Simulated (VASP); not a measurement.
Input of a VASP 6.6.1 run:

Contents of INCAR:

```
SYSTEM = C
PREC = Accurate ; ENCUT = 600
EDIFF = 1E-8 ; ISMEAR = 0
SIGMA = 0.01 ; LREAL = .FALSE.
LASPH = .TRUE. ; NELM = 80
ALGO = Normal ; ISIF = 3
LWAVE = .FALSE. ; LCHARG = .FALSE.
NBANDS = 11 ; IBRION = 6
NFREE = 2 ; POTIM = 0.015
NSW = 1
```

Contents of KPOINTS:

```
regular mesh
0
G
  12 12 12
  0 0 0
```

POSCAR

```
C
1.0
    1.2057263803      0.6961264503      2.7164693103
   -1.2057263803      0.6961264503      2.7164693103
    0.0000000000     -1.3922529005      2.7164693103
C
2
Direct
    0.1659936138      0.1659936138      0.1659936138
    0.8340063862      0.8340063862      0.8340063862
```

Potentials or basis: VASP PAW LDA potentials, release 64 (C).

Run with:

```sh
$ cat potpaw_LDA.64/C/POTCAR > POTCAR
$ mpirun -np 1 vasp_std > vasp.out
```

(1) What does it give for the Voigt bulk modulus?

(2) Predict the highest phonon frequency at Γ.

Answers

(1) 403 GPa.

(2) 1682 cm⁻¹.

Caveat: the cell is under stress, which shifts elastic constants.
